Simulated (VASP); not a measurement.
# Li4C2F (P4/mmm) in VASP: notebook

The runs below take Li4C2F through single point, relaxation of cell and atoms, with PBE.

Program: VASP 6.6.1. These are calculated values, not measurements. Logs are shortened: lines on timing, memory, paths and dates and some standing lists are left out, and cuts for length are marked.

## (1) The cell of the first run

The structure is tetragonal, space group P4/mmm (No. 123). The conventional cell has a = 2.685 Å, b = 2.685 Å, c = 9.952 Å, α = 90.00°, β = 90.00°, γ = 90.00°. Li (site symmetry 4mm) has 4 C at 2.09 Å and 1 F at 2.10 Å and 4 Li at 2.68 Å within 2.8 Å. Li (site symmetry 4/mmm) has 4 F at 1.90 Å within 2.5 Å. Within 2.7 Å of Li (site symmetry 4/mmm) lie 2 C at 2.01 Å and 4 Li at 2.68 Å. Within 2.7 Å of C (site symmetry 4mm) lie 5 Li at 2.01 to 2.09 Å and 4 C at 2.68 Å. F (site symmetry 4/mmm) has 6 Li at 1.90 to 2.10 Å within 2.5 Å.

## (2) Single point, PBE

Contents of INCAR:

```
SYSTEM = Li4C2F
PREC = Accurate
ENCUT = 520
EDIFF = 1E-7
ISMEAR = 0
SIGMA = 0.1
LREAL = .False.
LASPH = .True.
NELM = 100
ALGO = Normal
ISIF = 2
LWAVE = .False.
LCHARG = .False.
GGA = PE
NBANDS = 22
```

Contents of KPOINTS:

```
Automatic mesh
0
Gamma
  14 14 4
  0 0 0
```

Contents of POSCAR:

```
Li4C2F
1.0
    2.6847870015      0.0000000000      0.0000000000
    0.0000000000      2.6847870015      0.0000000000
    0.0000000000      0.0000000000      9.9517738298
Li C F
4 2 1
Direct
    0.0000000000      0.0000000000      0.7106165626
    0.5000000000      0.5000000000      0.5000000000
    0.0000000000      0.0000000000      0.2893834374
    0.5000000000      0.5000000000      0.0000000000
    0.5000000000      0.5000000000      0.2016238074
    0.5000000000      0.5000000000      0.7983761926
    0.0000000000      0.0000000000      0.5000000000
```

Potentials or basis: VASP PAW PBE potentials, release 64 (Li_sv, C, F).

On the command line:

```
$ cat potpaw_PBE.64/Li_sv/POTCAR potpaw_PBE.64/C/POTCAR potpaw_PBE.64/F/POTCAR > POTCAR
$ mpirun -np 1 vasp_std > vasp.out
```

OUTCAR:

```text
SYSTEM = Li4C2F
   PREC = Accurate
   ENCUT = 520
   EDIFF = 1E-7
   ISMEAR = 0
   LREAL = .False.
   LASPH = .True.
   NELM = 100
   ISIF = 2
   GGA = PE

 ion  position               nearest neighbor table
   1  0.000  0.000  0.711-   6 2.09   6 2.09   6 2.09   6 2.09   7 2.10
   2  0.500  0.500  0.500-   7 1.90   7 1.90   7 1.90   7 1.90
   3  0.000  0.000  0.289-   5 2.09   5 2.09   5 2.09   5 2.09   7 2.10
   4  0.500  0.500  0.000-   5 2.01   6 2.01
   5  0.500  0.500  0.202-   4 2.01   3 2.09   3 2.09   3 2.09   3 2.09
   6  0.500  0.500  0.798-   4 2.01   1 2.09   1 2.09   1 2.09   1 2.09
   7  0.000  0.000  0.500-   2 1.90   2 1.90   2 1.90   2 1.90   3 2.10   1 2.10

  LATTYP: Found a simple tetragonal cell.
 ALAT       =     2.6847870015
 C/A-ratio  =     3.7067275073

  Lattice vectors:

 A1 = (   2.6847870015,   0.0000000000,   0.0000000000)
 A2 = (   0.0000000000,   2.6847870015,   0.0000000000)
 A3 = (   0.0000000000,   0.0000000000,   9.9517738298)

Analysis of symmetry for initial positions (statically):
=====================================================================
 Subroutine PRICEL returns:
 Original cell was already a primitive cell.

 Routine SETGRP: Setting up the symmetry group for a
 simple tetragonal supercell.

 Subroutine GETGRP returns: Found 16 space group operations
 (whereof 16 operations were pure point group operations)
 out of a pool of 16 trial point group operations.

The static configuration has the point symmetry D_4h.

Analysis of symmetry for dynamics (positions and initial velocities):
=====================================================================
 Subroutine PRICEL returns:
 Original cell was already a primitive cell.

 Routine SETGRP: Setting up the symmetry group for a
 simple tetragonal supercell.

 Subroutine GETGRP returns: Found 16 space group operations
 (whereof 16 operations were pure point group operations)
 out of a pool of 16 trial point group operations.

The dynamic configuration has the point symmetry D_4h.

 Subroutine INISYM returns: Found 16 space group operations
 (whereof 16 operations are pure point group operations),
 and found     1 'primitive' translations

----------------------------------------------------------------------------------------

                                     Primitive cell

  volume of cell :      71.7332

  direct lattice vectors                    reciprocal lattice vectors
     2.684787002  0.000000000  0.000000000     0.372469026  0.000000000  0.000000000
     0.000000000  2.684787002  0.000000000     0.000000000  0.372469026  0.000000000
     0.000000000  0.000000000  9.951773830     0.000000000  0.000000000  0.100484599

  length of vectors
     2.684787002  2.684787002  9.951773830     0.372469026  0.372469026  0.100484599

  position of ions in fractional coordinates (direct lattice)
     0.000000000  0.000000000  0.710616563
     0.500000000  0.500000000  0.500000000
     0.000000000  0.000000000  0.289383437
     0.500000000  0.500000000  0.000000000
     0.500000000  0.500000000  0.201623807
     0.500000000  0.500000000  0.798376193
     0.000000000  0.000000000  0.500000000

  ion indices of the primitive-cell ions
   primitive index   ion index
                 1           1
                 2           2
                 3           3
                 4           4
                 5           5
                 6           6
                 7           7

----------------------------------------------------------------------------------------

 KPOINTS: Automatic mesh

Automatic generation of k-mesh.
 Grid dimensions read from file:
 generate k-points for:   14   14    4

 Generating k-lattice:

  Cartesian coordinates                     Fractional coordinates (reciprocal lattice)
     0.026604930  0.000000000  0.000000000     0.071428571  0.000000000  0.000000000
     0.000000000  0.026604930  0.000000000     0.000000000  0.071428571  0.000000000
     0.000000000  0.000000000  0.025121150     0.000000000  0.000000000  0.250000000

  Length of vectors
     0.026604930  0.026604930  0.025121150

  Shift w.r.t. Gamma in fractional coordinates (k-lattice)
     0.000000000  0.000000000  0.000000000

 Subroutine IBZKPT returns following result:
 ===========================================

 Found    108 irreducible k-points:

 Following reciprocal coordinates:
            Coordinates               Weight
  0.000000  0.000000  0.000000      1.000000
  0.071429  0.000000  0.000000      4.000000
  0.142857  0.000000  0.000000      4.000000
  0.214286  0.000000  0.000000      4.000000
  0.285714  0.000000  0.000000      4.000000
  0.357143  0.000000  0.000000      4.000000
[... 16 lines left out ...]
  0.285714  0.214286  0.000000      8.000000
  0.357143  0.214286  0.000000      8.000000
 [... further k-points ...]
   k-points           NKPTS =    108   k-points in BZ     NKDIM =    108   number of bands    NBANDS=     22
   number of dos      NEDOS =    301   number of ions     NIONS =      7
   total plane-waves  NPLWV =  32000
   dimension x,y,z NGX =    20 NGY =   20 NGZ =   80
   dimension x,y,z NGXF=    40 NGYF=   40 NGZF=  160
   ions per type =               4   2   1
   NGX,Y,Z   is equivalent  to a cutoff of  12.38, 12.38, 13.36 a.u.
   NGXF,Y,Z  is equivalent  to a cutoff of  24.77, 24.77, 26.73 a.u.
 SYSTEM =  Li4C2F
   PREC   = accura    normal or accurate (medium, high low for compatibility)
   ISTART =      0    job   : 0-new  1-cont  2-samecut
   ICHARG =      2    charge: 1-file 2-atom 10-const
   ISPIN  =      1    spin polarized calculation?
   LNONCOLLINEAR =      F non collinear calculations
   LSORBIT =      F    spin-orbit coupling
   LASPH  =      T    aspherical Exc in radial PAW
   ENCUT  =  520.0 eV  38.22 Ry    6.18 a.u.   4.99  4.99 18.50*2*pi/ulx,y,z
   NELM   =    100;   NELMIN=  2; NELMDL= -5     # of ELM steps
   EDIFF  = 0.1E-06   stopping-criterion for ELM
   LREAL  =      F    real-space projection
   EDIFFG = 0.1E-05   stopping-criterion for IOM
   NSW    =      0    number of steps for IOM
   IBRION =     -1    ionic relax: 0-MD 1-quasi-New 2-CG
   NFREE  =      0    steps in history (QN), initial steepest desc. (CG)
   ISIF   =      2    stress and relaxation
   ISYM   =      2    0-nonsym 1-usesym 2-fastsym
   POTIM  = 0.5000    time-step for ionic-motion
   TEBEG  =    0.0;   TEEND  =   0.0 temperature during run
   PSTRESS=    0.0 pullay stress
   NELECT =      27.0000    total number of electrons
   NUPDOWN=      -1.0000    fix difference up-down
   EMIN   =  10.00;   EMAX   =-10.00  energy-range for DOS
   EFERMI =   0.00;   METHOD = LEGACY
   ISMEAR =     0;   SIGMA  =   0.10  broadening in eV -4-tet -1-fermi 0-gaus
   EFERMI_NEDOS =   21; number of points for ismear=-14 and -15
   IALGO  =     38    algorithm
   IMIX   =      4    mixing-type and parameters
     AMIX     =   0.40;   BMIX     =  1.00
     AMIX_MAG =   1.60;   BMIX_MAG =  1.00
  volume/ion in A,a.u.               =      10.25        69.15
  Fermi-wavevector in a.u.,A,eV,Ry     =   1.182014  2.233683 19.009483  1.397158
  Thomas-Fermi vector in A             =   2.318277
   LORBIT       =      0    0 simple, 1 ext, 2 COOP (PROOUT), +10 PAW based schemes
   GGA     = PE    functional components
   LHFCALC =     F    Hartree Fock is set to
   AEXX    =    0.0000 exact exchange contribution
   IVDW    =     0    specifies the selected vdW correction
   LEPSILON=     F    determine dielectric tensor
   LRPA    =     F    only Hartree local field effects (RPA)
 non-spin polarized calculation
 Gauss-broadening in eV      SIGMA  =   0.10
  energy-cutoff  :      520.00
  volume of cell :       71.73
 maximum number of plane-waves:      1956
 NGX is ok and might be reduce to    20
   NGX =  9   NGY =  9   NGZ = 37

 number of electron      26.9999969 magnetization

 Free energy of the ion-electron system (eV)
  ---------------------------------------------------
  ext. energy  EPLUGINS =         0.00000000
  ---------------------------------------------------
  free energy    TOTEN  =       -27.22941787 eV

  energy without entropy =      -27.22061406  energy(sigma->0) =      -27.22501596

 E-fermi :   2.4812     XC(G=0):  -9.2875

 val. band max:        2.4635242723   @ k =   0.3571   0.2857   0.2500
 cond. band min:       2.4833853625   @ k =   0.3571   0.2857   0.0000
 fundamental gap:      0.0198610902
 Fermi energy:         2.4812016684

 k-point     1 :       0.0000    0.0000    0.0000
  band No.  band energies     occupation
      1     -43.6297      2.00000
      2     -42.5785      2.00000
      3     -42.0265      2.00000
      4     -42.0264      2.00000
      5     -22.7530      2.00000
      6      -7.8792      2.00000
[... 14 lines left out ...]
     21      15.5098      0.00000
     22      15.6777      0.00000

 k-point     2 :       0.0714    0.0000    0.0000
  band No.  band energies     occupation
      1     -43.6277      2.00000
      2     -42.5773      2.00000
      3     -42.0250      2.00000
      4     -42.0250      2.00000
      5     -22.7460      2.00000
      6      -7.8194      2.00000
[... 14 lines left out ...]
     21      15.3769      0.00000
     22      15.6197      0.00000

 k-point     3 :       0.1429    0.0000    0.0000
  band No.  band energies     occupation
      1     -43.6218      2.00000
      2     -42.5738      2.00000
      3     -42.0207      2.00000
      4     -42.0206      2.00000
      5     -22.7258      2.00000
      6      -7.6435      2.00000
[... 14 lines left out ...]
     21      14.5057      0.00000
     22      15.2362      0.00000
[... 476 lines left out ...]
 k-point    23 :       0.2857    0.2143    0.0000
  band No.  band energies     occupation
      1     -43.5900      2.00000
      2     -42.5538      2.00000
      3     -41.9960      2.00000
      4     -41.9957      2.00000
      5     -22.5560      2.00000
      6      -6.4457      2.00000
[... 14 lines left out ...]
     21      12.5721      0.00000
     22      13.1781      0.00000

 k-point    24 :       0.3571    0.2143    0.0000
  band No.  band energies     occupation
      1     -43.5823      2.00000
      2     -42.5489      2.00000
      3     -41.9899      2.00000
      4     -41.9895      2.00000
      5     -22.5085      2.00000
      6      -6.0365      2.00000
[... 14 lines left out ...]
     21      11.4698      0.00000
     22      12.2797      0.00000

 [... further k-points ...]
[... 5 lines left out ...]
  --------------------------------------------------------------------------------------
  -------------------------------------------------------------------------------------
  Total       -0.0155718     -0.0155718      0.0045700      0.0000000      0.0000000      0.0000000
  in kB       -0.3477999     -0.3477999      0.1020724      0.0000000      0.0000000      0.0000000
  external PRESSURE =      -0.1978425 kB  Pullay stress =       0.0000000 kB

 VOLUME and BASIS-vectors are now :
 -----------------------------------------------------------------------------
  energy-cutoff  :      520.00
  volume of cell :       71.73
      direct lattice vectors                 reciprocal lattice vectors
     2.684787002  0.000000000  0.000000000     0.372469026  0.000000000  0.000000000
     0.000000000  2.684787002  0.000000000     0.000000000  0.372469026  0.000000000
     0.000000000  0.000000000  9.951773830     0.000000000  0.000000000  0.100484599

 POSITION                                       TOTAL-FORCE (eV/Angst)
 -----------------------------------------------------------------------------------
      0.00000      0.00000      7.07190         0.000000     -0.000000     -0.013303
      1.34239      1.34239      4.97589         0.000000     -0.000000      0.000000
      0.00000      0.00000      2.87988        -0.000000      0.000000      0.013303
      1.34239      1.34239      0.00000         0.000000     -0.000000      0.000000
      1.34239      1.34239      2.00651        -0.000000      0.000000      0.006352
      1.34239      1.34239      7.94526         0.000000      0.000000     -0.006352
      0.00000      0.00000      4.97589         0.000000     -0.000000      0.000000
 -----------------------------------------------------------------------------------
    total drift:                                0.000000     -0.000000     -0.000000

  FREE ENERGIE OF THE ION-ELECTRON SYSTEM (eV)
  ---------------------------------------------------
  free  energy   TOTEN  =       -27.2294178690 eV

  energy  without entropy=      -27.2206140578  energy(sigma->0) =      -27.22501596
```

It took 1.8 min on 1 thread of Intel Xeon Platinum 8488C (Sapphire Rapids), shared host; peak memory 0.27 GiB.

What came out:

```yaml
Free_energy: -27.2294 eV
Largest_force: 0.013 eV/Å
```

Forces in eV/Å, atoms in the order of the input:
```
Li   0.000  0.000 -0.013
Li   0.000  0.000  0.000
Li   0.000  0.000  0.013
Li   0.000  0.000  0.000
C    0.000  0.000  0.006
C    0.000  0.000 -0.006
F    0.000  0.000  0.000
```

Caveat: the cutoff is under 1.25 times the usual one of these potentials, so pressure, stress and relaxed cells hold a basis-set (Pulay) error; an odd number of electrons without spin polarisation forces a metal; a magnetic or distorted state may lie lower.

(Part 1 of 2 ends here.)
